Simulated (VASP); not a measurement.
Write the native input for VASP 6.6.1 that does the following.

- Task: relaxation of cell and atoms
- Functional: PBE
- Potentials or basis: VASP PAW PBE potentials, release 64 (As)
- Cutoff: 600 eV
- k mesh: 9 × 9 × 12
- Occupations: fermi-dirac, width 0.08 eV
- Spin: no spin polarisation
- Target pressure: 56 GPa
- Dipole correction: no
- Further INCAR settings: ALGO = Normal; EDIFF = 1e-06; IBRION = 2; EDIFFG = -0.005; NSW = 60; ISIF = 3

The structure of As lies in POSCAR:

```
As
1.0
    4.2492668607      0.0000000000      0.0000000000
   -2.1246334304      3.6799730488      0.0000000000
    0.0000000000      0.0000000000      2.6345454536
As
3
Direct
    0.0000000000      0.0000000000      0.0000000000
    0.3333333333      0.6666666667      0.5000000000
    0.6666666667      0.3333333333      0.5000000000
```

These files were run (other wordings do the same):

INCAR

```
SYSTEM = As
PREC = Accurate
ENCUT = 600
EDIFF = 1E-6
ISMEAR = -1
SIGMA = 0.08
LREAL = .FALSE.
LASPH = .TRUE.
NELM = 100
ALGO = Normal
ISIF = 3
LWAVE = .FALSE.
LCHARG = .FALSE.
GGA = PE
IBRION = 2
NSW = 60
EDIFFG = -0.005
PSTRESS = 560.0
```

KPOINTS

```
regular mesh
0
G
  9 9 12
  0 0 0
```

Potentials or basis: VASP PAW PBE potentials, release 64 (As).

Command:

```bash
$ cat potpaw_PBE.64/As/POTCAR > POTCAR
$ mpirun -np 1 vasp_std > vasp.out
```

Results of the run:

```json
{"Relaxed volume": "13.79 Å³/atom", "Relaxed cell": "a = 4.307 Å, b = 4.307 Å, c = 2.575 Å, α = 90.00°, β = 90.00°, γ = 120.00°", "Space group after relaxing (to 0.05 Å)": "P6/mmm (No. 191)", "Energy change on relaxing (the enthalpy is what falls)": "-34.2 meV/atom", "Ionic steps": "6", "Pressure after relaxing": "56.0 GPa"}
```

Caveat: the cell is relaxed towards a set pressure, so the enthalpy falls and the energy may rise.

It took 96 s on 1 thread of Intel(R) Xeon(R) Platinum 8259CL CPU @ 2.50GHz (Skylake/Cascade Lake) (shared host), peak memory 0.2 GiB.
